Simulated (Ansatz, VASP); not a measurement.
One calculation of V, two programs

The input INCAR:

```
PREC     = Accurate       # precision mode
ENCUT    = 520            # plane-wave cutoff, eV
EDIFF    = 1E-6           # SCF threshold, eV
ISMEAR   = -1             # smearing method
SIGMA    = 0.08           # smearing width, eV
LREAL    = False          # projectors in reciprocal space
LASPH    = True           # aspherical terms in the spheres
NELM     = 80             # most SCF steps
ALGO     = Normal         # electronic algorithm
ISIF     = 2              # what is computed and relaxed
LWAVE    = False          # write WAVECAR
LCHARG   = True           # write CHGCAR
GGA      = PE             # functional
LELF     = True           # ELF
LVHAR    = True         
NBANDS   = 12             # bands
```

Contents of KPOINTS:

```
regular mesh
0
Gamma
  15 15 15
```

File POSCAR:

```
V
1.0
    2.3131668111      0.0000000000      0.0000000000
    0.0000000000      2.3131668111      0.0000000000
    0.0000000000      0.0000000000      2.3131668111
V
1
Direct
    0.0000000000      0.0000000000      0.0000000000
```

Input for Ansatz:

```yaml
crystal:
  lattice:
    - [2.3131668111, 0.0, 0.0]
    - [0.0, 2.3131668111, 0.0]
    - [0.0, 0.0, 2.3131668111]
  atoms:
    - { symbol: V, position: [0.0, 0.0, 0.0] }
kpoints:
  mp_grid: { grid: [15, 15, 15] }
scf:
  occupations: { method: fermi_dirac, width: 0.08 }
hamiltonian:
  xc: pbe
  pseudopotentials: { kind: paw }
output:
  forces: true
  stress: true
  eigenvalues: true
  populations: true
```

Change from the starting cell: volume scaled by 0.84, PAW files.

Alike in both runs: task single point; functional PBE; k mesh 15 × 15 × 15; occupations fermi-dirac, width 0.08 eV; no spin polarisation.

|  | VASP | Ansatz |
| --- | --- | --- |
| version | VASP 6.6.1 | Ansatz 0.2.0 |
| potentials or method | VASP PAW PBE potentials, release 64 (V_sv) | PAW with Ansatz's default frozen-core files, scalar-relativistic |
| plane-wave cutoff (eV) | 520 | 420 |
| valence electrons in the cell | 13 | 13 |

```csv
,VASP,Ansatz,Ansatz less VASP
pressure (GPa),33.4,32.5,-0.86
```

Both programs put the cell under a high pressure, so it lies far from rest at this level.
